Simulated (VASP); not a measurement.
Input of a VASP 6.6.1 run:

File POSCAR:

```
RbCl
1.0
    0.0000000000      3.3057264139      3.3057264139
    3.3057264139      0.0000000000      3.3057264139
    3.3057264139      3.3057264139      0.0000000000
Rb Cl
1 1
Direct
    0.0000000000      0.0000000000      0.0000000000
    0.5000000000      0.5000000000      0.5000000000
```

INCAR.step1

```
  ALGO = Normal
  EDIFF = 1E-5
  ENCUT = 400
  GGA = PE
  GGA_COMPAT = F
  ISIF = 2
  ISMEAR = 0
  LASPH = T
  LCHARG = F
  LREAL = F
  LWAVE = T
  NBANDS = 15
  NELM = 120
  PREC = Accurate
  SIGMA = 0.01
```

The input INCAR.step2:

```
  AEXX = 0.75
  ALGO = Normal
  EDIFF = 1E-6
  ENCUT = 400
  GGA = PE
  GGA_COMPAT = F
  HFSCREEN = 0.1
  ISIF = 2
  ISMEAR = 0
  ISTART = 1
  LASPH = T
  LCHARG = F
  LHFCALC = T
  LREAL = F
  LWAVE = F
  NBANDS = 15
  NELM = 120
  PREC = Accurate
  PRECFOCK = Normal
  SIGMA = 0.01
```

The input KPOINTS:

```
k-points
0
Gamma
  4 4 4
```

Potentials or basis: VASP PAW PBE potentials, release 64 (Rb_sv, Cl).

The run is started by

```sh
$ cat potpaw_PBE.64/Rb_sv/POTCAR potpaw_PBE.64/Cl/POTCAR > POTCAR
$ cp INCAR.step1 INCAR
$ mpirun -np 1 vasp_std > vasp.out
$ cp INCAR.step2 INCAR
$ mpirun -np 1 vasp_std > vasp.out
```

(1) Predict the band gap on the k mesh.

(2) What does it give for the pressure?

Results:

(1) 10.03 eV, direct.

(2) -0.3 GPa.

Caveat: the PAW data sets were made with another functional, which shifts forces and pressure a little.
